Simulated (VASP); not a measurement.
# MnZn (Pm-3m) in VASP: notebook

The runs below take MnZn through single point, with LDA.

Program: VASP 6.6.1. These are calculated values, not measurements. Logs are shortened: lines on timing, memory, paths and dates and some standing lists are left out, and cuts for length are marked.

### Step 1. The cell of the first run

The structure is cubic, space group Pm-3m (No. 221). The conventional cell has a = 3.070 Å, b = 3.070 Å, c = 3.070 Å, α = 90.00°, β = 90.00°, γ = 90.00°. Mn (site symmetry m-3m) has 8 Zn at 2.66 Å and 6 Mn at 3.07 Å within 3.5 Å. Zn (site symmetry m-3m) has 8 Mn at 2.66 Å and 6 Zn at 3.07 Å within 3.5 Å.

### Step 2. Single point, LDA, collinear spin, ferromagnetic start

Input file INCAR:

```
ALGO     = Normal         # electronic algorithm
EDIFF    = 1E-7           # SCF threshold, eV
ENCUT    = 520            # plane-wave cutoff, eV
ISIF     = 2              # what is computed and relaxed
ISMEAR   = 0              # smearing method
ISPIN    = 2              # spin polarisation
LASPH    = True           # aspherical terms in the spheres
LCHARG   = False          # write CHGCAR
LMAXMIX  = 4              # l up to which the mixer works
LORBIT   = 11             # projections on sites
LREAL    = False          # projectors in reciprocal space
LWAVE    = False          # write WAVECAR
MAGMOM   = 3.48 -0.06     # initial moments
NBANDS   = 24             # bands
NELM     = 150            # most SCF steps
NUPDOWN  = 3.2            # fixed moment
PREC     = Accurate       # precision mode
SIGMA    = 0.1            # smearing width, eV
```

Input file KPOINTS:

```
k-points
0
Gamma
  7 7 7
```

Input file POSCAR:

```
MnZn
1.0
    3.0700000000      0.0000000000      0.0000000000
    0.0000000000      3.0700000000      0.0000000000
    0.0000000000      0.0000000000      3.0700000000
Mn Zn
1 1
Direct
    0.0000000000      0.0000000000      0.0000000000
    0.5000000000      0.5000000000      0.5000000000
```

Potentials or basis: VASP PAW LDA potentials, release 64 (Mn_pv, Zn).

Run with:

```bash
$ cat potpaw_LDA.64/Mn_pv/POTCAR potpaw_LDA.64/Zn/POTCAR > POTCAR
$ mpirun -np 1 vasp_std > vasp.out
```

OUTCAR:

```text
EDIFF = 1E-7
   ENCUT = 520
   ISIF = 2
   ISMEAR = 0
   ISPIN = 2
   LASPH = True
   LORBIT = 11
   LREAL = False
   NELM = 150
   NUPDOWN = 3.2
   PREC = Accurate

 ion  position               nearest neighbor table
   1  0.000  0.000  0.000-   2 2.66   2 2.66   2 2.66   2 2.66   2 2.66   2 2.66   2 2.66   2 2.66

   2  0.500  0.500  0.500-   1 2.66   1 2.66   1 2.66   1 2.66   1 2.66   1 2.66   1 2.66   1 2.66

  LATTYP: Found a simple cubic cell.
 ALAT       =     3.0700000000

  Lattice vectors:

 A1 = (   3.0700000000,   0.0000000000,   0.0000000000)
 A2 = (   0.0000000000,   3.0700000000,   0.0000000000)
 A3 = (   0.0000000000,   0.0000000000,   3.0700000000)

Analysis of symmetry for initial positions (statically):
=====================================================================
 Subroutine PRICEL returns:
 Original cell was already a primitive cell.

 Routine SETGRP: Setting up the symmetry group for a
 simple cubic supercell.

 Subroutine GETGRP returns: Found 48 space group operations
 (whereof 48 operations were pure point group operations)
 out of a pool of 48 trial point group operations.

The static configuration has the point symmetry O_h .

Analysis of symmetry for dynamics (positions and initial velocities):
=====================================================================
 Subroutine PRICEL returns:
 Original cell was already a primitive cell.

 Routine SETGRP: Setting up the symmetry group for a
 simple cubic supercell.

 Subroutine GETGRP returns: Found 48 space group operations
 (whereof 48 operations were pure point group operations)
 out of a pool of 48 trial point group operations.

The dynamic configuration has the point symmetry O_h .

Analysis of structural, dynamic, and magnetic symmetry:
=====================================================================
 Subroutine PRICEL returns:
 Original cell was already a primitive cell.

 Routine SETGRP: Setting up the symmetry group for a
 simple cubic supercell.

 Subroutine GETGRP returns: Found 48 space group operations
 (whereof 48 operations were pure point group operations)
 out of a pool of 48 trial point group operations.

The overall configuration has the point symmetry O_h .

 Subroutine INISYM returns: Found 48 space group operations
 (whereof 48 operations are pure point group operations),
 and found     1 'primitive' translations

----------------------------------------------------------------------------------------

                                     Primitive cell

  volume of cell :      28.9344

  direct lattice vectors                    reciprocal lattice vectors
     3.070000000  0.000000000  0.000000000     0.325732899  0.000000000  0.000000000
     0.000000000  3.070000000  0.000000000     0.000000000  0.325732899  0.000000000
     0.000000000  0.000000000  3.070000000     0.000000000  0.000000000  0.325732899

  length of vectors
     3.070000000  3.070000000  3.070000000     0.325732899  0.325732899  0.325732899

  position of ions in fractional coordinates (direct lattice)
     0.000000000  0.000000000  0.000000000
     0.500000000  0.500000000  0.500000000

  ion indices of the primitive-cell ions
   primitive index   ion index
                 1           1
                 2           2

----------------------------------------------------------------------------------------

 KPOINTS: k-points

Automatic generation of k-mesh.
 Grid dimensions read from file:
 generate k-points for:    7    7    7

 Generating k-lattice:

  Cartesian coordinates                     Fractional coordinates (reciprocal lattice)
     0.046533271  0.000000000  0.000000000     0.142857143  0.000000000  0.000000000
     0.000000000  0.046533271  0.000000000     0.000000000  0.142857143  0.000000000
     0.000000000  0.000000000  0.046533271     0.000000000  0.000000000  0.142857143

  Length of vectors
     0.046533271  0.046533271  0.046533271

  Shift w.r.t. Gamma in fractional coordinates (k-lattice)
     0.000000000  0.000000000  0.000000000

 Subroutine IBZKPT returns following result:
 ===========================================

 Found     20 irreducible k-points:

 Following reciprocal coordinates:
            Coordinates               Weight
  0.000000  0.000000  0.000000      1.000000
  0.142857  0.000000  0.000000      6.000000
  0.285714  0.000000  0.000000      6.000000
  0.428571  0.000000  0.000000      6.000000
  0.142857  0.142857  0.000000     12.000000
  0.285714  0.142857  0.000000     24.000000
[... 12 lines left out ...]
  0.428571  0.428571  0.285714     24.000000
  0.428571  0.428571  0.428571      8.000000
   k-points           NKPTS =     20   k-points in BZ     NKDIM =     20   number of bands    NBANDS=     24
   number of dos      NEDOS =    301   number of ions     NIONS =      2
   total plane-waves  NPLWV =  13824
   dimension x,y,z NGX =    24 NGY =   24 NGZ =   24
   dimension x,y,z NGXF=    48 NGYF=   48 NGZF=   48
   ions per type =               1   1
   NGX,Y,Z   is equivalent  to a cutoff of  13.00, 13.00, 13.00 a.u.
   NGXF,Y,Z  is equivalent  to a cutoff of  25.99, 25.99, 25.99 a.u.
 SYSTEM =  unknown system
   PREC   = accura    normal or accurate (medium, high low for compatibility)
   ISTART =      0    job   : 0-new  1-cont  2-samecut
   ICHARG =      2    charge: 1-file 2-atom 10-const
   ISPIN  =      2    spin polarized calculation?
   LNONCOLLINEAR =      F non collinear calculations
   LSORBIT =      F    spin-orbit coupling
   LASPH  =      T    aspherical Exc in radial PAW
   ENCUT  =  520.0 eV  38.22 Ry    6.18 a.u.   5.71  5.71  5.71*2*pi/ulx,y,z
   NELM   =    150;   NELMIN=  2; NELMDL= -5     # of ELM steps
   EDIFF  = 0.1E-06   stopping-criterion for ELM
   LREAL  =      F    real-space projection
   EDIFFG = 0.1E-05   stopping-criterion for IOM
   NSW    =      0    number of steps for IOM
   IBRION =     -1    ionic relax: 0-MD 1-quasi-New 2-CG
   NFREE  =      0    steps in history (QN), initial steepest desc. (CG)
   ISIF   =      2    stress and relaxation
   ISYM   =      2    0-nonsym 1-usesym 2-fastsym
   POTIM  = 0.5000    time-step for ionic-motion
   TEBEG  =    0.0;   TEEND  =   0.0 temperature during run
   PSTRESS=    0.0 pullay stress
   NELECT =      25.0000    total number of electrons
   NUPDOWN=       3.2000    fix difference up-down
   EMIN   =  10.00;   EMAX   =-10.00  energy-range for DOS
   EFERMI =   0.00;   METHOD = LEGACY
   ISMEAR =     0;   SIGMA  =   0.10  broadening in eV -4-tet -1-fermi 0-gaus
   EFERMI_NEDOS =   21; number of points for ismear=-14 and -15
   IALGO  =     38    algorithm
   IMIX   =      4    mixing-type and parameters
     AMIX     =   0.40;   BMIX     =  1.00
     AMIX_MAG =   1.60;   BMIX_MAG =  1.00
  volume/ion in A,a.u.               =      14.47        97.63
  Fermi-wavevector in a.u.,A,eV,Ry     =   1.559253  2.946560 33.079416  2.431268
  Thomas-Fermi vector in A             =   2.662638
   LORBIT       =     11    0 simple, 1 ext, 2 COOP (PROOUT), +10 PAW based schemes
   GGA     = CA    functional components
   LHFCALC =     F    Hartree Fock is set to
   AEXX    =    0.0000 exact exchange contribution
   IVDW    =     0    specifies the selected vdW correction
   LEPSILON=     F    determine dielectric tensor
   LRPA    =     F    only Hartree local field effects (RPA)
 spin polarized calculation
 Gauss-broadening in eV      SIGMA  =   0.10
  energy-cutoff  :      520.00
  volume of cell :       28.93
 maximum number of plane-waves:       791
 NGX is ok and might be reduce to    24
   NGX = 11   NGY = 11   NGZ = 11

 number of electron      24.9999987 magnetization       3.1999974

 Free energy of the ion-electron system (eV)
  ---------------------------------------------------
  ext. energy  EPLUGINS =         0.00000000
  ---------------------------------------------------
  free energy    TOTEN  =       -11.23746168 eV

  energy without entropy =      -11.22815413  energy(sigma->0) =      -11.23280791

 E-fermi :   4.8406     XC(G=0): -12.3612

 val. band max:        5.0413823560   @ k =   0.4286   0.2857   0.0000
 cond. band min:       4.9111978810   @ k =   0.4286   0.1429   0.1429
 fundamental gap:     -0.1301844750
 Fermi energy:         5.0557510483

 spin component 1

 k-point     1 :       0.0000    0.0000    0.0000
  band No.  band energies     occupation
      1     -43.8615      1.00000
      2     -43.8615      1.00000
      3     -43.8615      1.00000
      4      -4.1998      1.00000
      5      -2.4746      1.00000
      6      -2.4746      1.00000
[... 16 lines left out ...]
     23      26.3016      0.00000
     24      28.7134      0.00000
[... 489 lines left out ...]
      1     -43.8948      1.00000
      2     -43.8947      1.00000
      3     -43.8947      1.00000
      4      -2.3899      1.00000
      5      -2.3583      1.00000
      6      -2.3583      1.00000
[... 16 lines left out ...]
     23      33.6298      0.00000
     24      33.6298      0.00000
 Fermi energy:         4.8406238131

 spin component 2

 k-point     1 :       0.0000    0.0000    0.0000
  band No.  band energies     occupation
      1     -40.7772      1.00000
      2     -40.7772      1.00000
      3     -40.7772      1.00000
      4      -3.9140      1.00000
      5      -2.4434      1.00000
      6      -2.4434      1.00000
[... 16 lines left out ...]
     23      26.5560      0.00000
     24      29.3504      0.00000
[... 490 lines left out ...]
      2     -40.8161      1.00000
      3     -40.8161      1.00000
      4      -2.3411      1.00000
      5      -2.3149      1.00000
      6      -2.3149      1.00000
[... 16 lines left out ...]
     23      33.8978      0.00000
     24      35.2827      0.00000

------------------------ aborting loop because EDIFF is reached ----------------------------------------

  FORCE on cell =-STRESS in cart. coord.  units (eV):
  Direction    XX          YY          ZZ          XY          YZ          ZX
  --------------------------------------------------------------------------------------
  -------------------------------------------------------------------------------------
  Total       -2.7941682     -2.7941682     -2.7941682      0.0000000      0.0000000      0.0000000
  in kB     -154.7205521   -154.7205521   -154.7205521      0.0000000      0.0000000      0.0000000
  external PRESSURE =    -154.7205521 kB  Pullay stress =       0.0000000 kB

 VOLUME and BASIS-vectors are now :
 -----------------------------------------------------------------------------
  energy-cutoff  :      520.00
  volume of cell :       28.93
      direct lattice vectors                 reciprocal lattice vectors
     3.070000000  0.000000000  0.000000000     0.325732899  0.000000000  0.000000000
     0.000000000  3.070000000  0.000000000     0.000000000  0.325732899  0.000000000
     0.000000000  0.000000000  3.070000000     0.000000000  0.000000000  0.325732899

 POSITION                                       TOTAL-FORCE (eV/Angst)
 -----------------------------------------------------------------------------------
      0.00000      0.00000      0.00000         0.000000      0.000000      0.000000
      1.53500      1.53500      1.53500         0.000000      0.000000      0.000000
 -----------------------------------------------------------------------------------
    total drift:                                0.000000      0.000000     -0.000000

  FREE ENERGIE OF THE ION-ELECTRON SYSTEM (eV)
  ---------------------------------------------------
  free  energy   TOTEN  =       -11.2374616827 eV

  energy  without entropy=      -11.2281541325  energy(sigma->0) =      -11.23280791

 total charge

# of ion       s       p       d       tot
------------------------------------------
    1        0.282   6.212   5.047  11.541
    2        0.623   0.521   9.716  10.860
--------------------------------------------------
tot          0.905   6.732  14.763  22.401

 magnetization (x)

# of ion       s       p       d       tot
------------------------------------------
    1        0.016   0.006   3.137   3.158
    2       -0.040  -0.044   0.029  -0.055
--------------------------------------------------
tot         -0.024  -0.038   3.166   3.104
```

Wall time 26 s (1 thread of Intel Xeon 8259CL, shared host); peak memory 0.14 GiB.

What came out:

* Free energy: -11.2375 eV
* Pressure: -15.5 GPa
* Net moment: 3.20 μB per cell
* Site moments: Mn +3.16; Zn -0.06 μB
* Valence electrons inside the program's atomic spheres: Mn 11.54; Zn 10.86

Caveat: the cell stands under tension; the total moment is fixed, so each spin has its own Fermi level.

### Step 3. Single point, LDA, collinear spin, ferromagnetic start

Input file INCAR:

```
SYSTEM = MnZn
  ALGO = Normal
  EDIFF = 1E-7
  ENCUT = 520
  GGA = CA
  ISIF = 2
  ISMEAR = 0
  ISPIN = 2
  LASPH = .TRUE.
  LCHARG = .TRUE.
  LELF = .TRUE.
  LMAXMIX = 4
  LORBIT = 11
  LREAL = .FALSE.
  LVHAR = .TRUE.
  LWAVE = .FALSE.
  MAGMOM = 4.1 0.02
  NBANDS = 24
  NELM = 150
  NUPDOWN = 4.0
  PREC = Accurate
  SIGMA = 0.1
```

Input file KPOINTS:

```
k-points
0
G
  7 7 7
  0 0 0
```

POSCAR is that of step 2.

Potentials or basis: VASP PAW LDA potentials, release 64 (Mn_pv, Zn).

Run with:

```bash
$ cat potpaw_LDA.64/Mn_pv/POTCAR potpaw_LDA.64/Zn/POTCAR > POTCAR
$ mpirun -np 1 vasp_std > vasp.out
```

It took 31 s on 1 thread of Intel Xeon 8259CL, shared host; peak memory 0.14 GiB.

Results (log left out):

```
Free energy                                           : -11.0112 eV
Pressure                                              : -7.3 GPa
Net moment                                            : 4.00 μB per cell
Site moments                                          : Mn +3.73; Zn +0.01 μB
Valence electrons inside the program's atomic spheres : Mn 11.52; Zn 10.88
```

Caveat: the cell stands under tension; the total moment is fixed, so each spin has its own Fermi level.

[end of part 1 of 2]
